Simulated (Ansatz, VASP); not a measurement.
**Mn in VASP and in Ansatz**

The input INCAR:

```
SYSTEM = Mn
PREC = Accurate
ENCUT = 520
EDIFF = 1E-6
ISMEAR = -1
SIGMA = 0.1
LREAL = .FALSE.
LASPH = .TRUE.
NELM = 60
ALGO = Normal
ISIF = 2
LWAVE = .FALSE.
LCHARG = .FALSE.
GGA = PE
NBANDS = 20
```

Contents of KPOINTS:

```
regular mesh
0
G
  18 18 18
  0 0 0
```

POSCAR

```
Mn
1.0
    0.0000000000      2.4082825020      2.4082825020
    2.4082825020      0.0000000000      2.4082825020
    2.4082825020      2.4082825020      0.0000000000
Mn
2
Direct
    0.1250000000      0.1250000000      0.1250000000
    0.8750000000      0.8750000000      0.8750000000
```

Input for Ansatz:

```yaml
crystal:
  lattice:
    - [0.0, 2.408282502, 2.408282502]
    - [2.408282502, 0.0, 2.408282502]
    - [2.408282502, 2.408282502, 0.0]
  atoms:
    - { symbol: Mn, position: [0.125, 0.125, 0.125] }
    - { symbol: Mn, position: [0.875, 0.875, 0.875] }
hamiltonian:
  xc: pbe
  pseudopotentials:
    kind: paw
    azcp:
      Mn: "pseudopotentials/Mn.paw.azcp"
basis:
  ecutwfc: 420
  fft_grid_basis: typed
kpoints:
  mp_grid: { grid: [18, 18, 18], shift: [0, 0, 0] }
magnetization:
  spin_polarized: false
scf:
  occupations: { method: fermi_dirac, width: 0.1 }
output:
  stress: true
```

Alike in both runs: task single point; functional PBE; k mesh 18 × 18 × 18; occupations fermi-dirac, width 0.1 eV; no spin polarisation.

|  | VASP | Ansatz |
| --- | --- | --- |
| version | VASP 6.6.1 | Ansatz 0.2.0 |
| potentials or method | VASP PAW PBE potentials, release 64 (Mn_pv), cutoff 520 eV | plane waves (420 eV) with PAW, scalar-relativistic |
| valence electrons in the cell | 26 | 30 |

Ansatz gave:

```
pressure (GPa) : 14.4
```

**Question.** Which values does VASP return?

**Answer.** Pressure (GPa): 15.3.

VASP's potentials hold 26 valence electrons a cell and Ansatz's 30, so a difference there can come from the potentials and not from the codes.
